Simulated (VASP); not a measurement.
Set up this calculation in VASP 6.6.1, as the native input.

| Quantity | Value |
| --- | --- |
| Task | single point |
| Functional | PBE |
| Potentials or basis | VASP PAW PBE potentials, release 64 (Mo_sv) |
| Cutoff | 520 eV |
| k mesh | 18 × 18 × 16 |
| Occupations | fermi-dirac, width 0.08 eV |
| Spin | no spin polarisation |
| Dipole correction | no |
| Further INCAR settings | ALGO = Normal; EDIFF = 1e-06; NBANDS = 13 |

The structure of Mo lies in POSCAR:

```
Mo
1.0
    2.5164775534      0.0000000000      0.0000000000
   -1.2582387767      2.1793334893      0.0000000000
    0.0000000000      0.0000000000      2.2972287724
Mo
1
Direct
    0.0000000000      0.0000000000      0.0000000000
```

This cell differs from its parent crystal: volume scaled by 0.75.

One way to write it, as run:

INCAR

```
SYSTEM = Mo
  PREC = Accurate
  ENCUT = 520
  EDIFF = 1E-6
  ISMEAR = -1
  SIGMA = 0.08
  LREAL = .False.
  LASPH = .True.
  NELM = 80
  ALGO = Normal
  ISIF = 2
  LWAVE = .False.
  LCHARG = .True.
  GGA = PE
  LELF = .True.
  LVHAR = .True.
  NBANDS = 13
```

KPOINTS

```
regular mesh
0
Gamma
  18 18 16
  0 0 0
```

Potentials or basis: VASP PAW PBE potentials, release 64 (Mo_sv).

Run with:

```console
$ cat potpaw_PBE.64/Mo_sv/POTCAR > POTCAR
$ mpirun -np 1 vasp_std > vasp.out
```

It gave:

* Pressure: 109.3 GPa
* Band gap on the k mesh: zero (band 7 reaches 17.86 eV, above the bottom of band 8 at 14.61 eV)

Wall time 51 s on 1 thread of AMD EPYC 7R43 64-Core Processor (Zen 3), on a shared host, peak memory 0.13 GiB.
